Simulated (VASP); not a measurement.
Here is a VASP 6.6.1 calculation.

INCAR

```
PREC = Accurate
ENCUT = 600
EDIFF = 1E-6
ISMEAR = -1
SIGMA = 0.1
LREAL = F
LASPH = T
NELM = 80
ALGO = Normal
ISIF = 4
LWAVE = F
LCHARG = F
GGA = PE
IBRION = 2
NSW = 50
EDIFFG = -0.005
```

The input KPOINTS:

```
regular mesh
0
Gamma
  16 16 15
```

The input POSCAR:

```
Zn
1.0
    2.3679413466      0.0000000000      0.0000000000
   -1.1839706733      2.0506973608      0.0000000000
    0.0000000000      0.0000000000      2.8292176790
Zn
1
Direct
    0.0000000000      0.0000000000      0.0000000000
```

Potentials or basis: VASP PAW PBE potentials, release 64 (Zn).

Launch:

```bash
$ cat potpaw_PBE.64/Zn/POTCAR > POTCAR
$ mpirun -np 1 vasp_std > vasp.out
```

Question: What does it give for the band gap on the k mesh?

Answer: Zero (bands 6 and 7 overlap by 7.21 eV).

Stress tensor (GPa, compression positive):
```
20.40  0.00  0.00
 0.00 20.40  0.00
 0.00  0.00 20.48
```
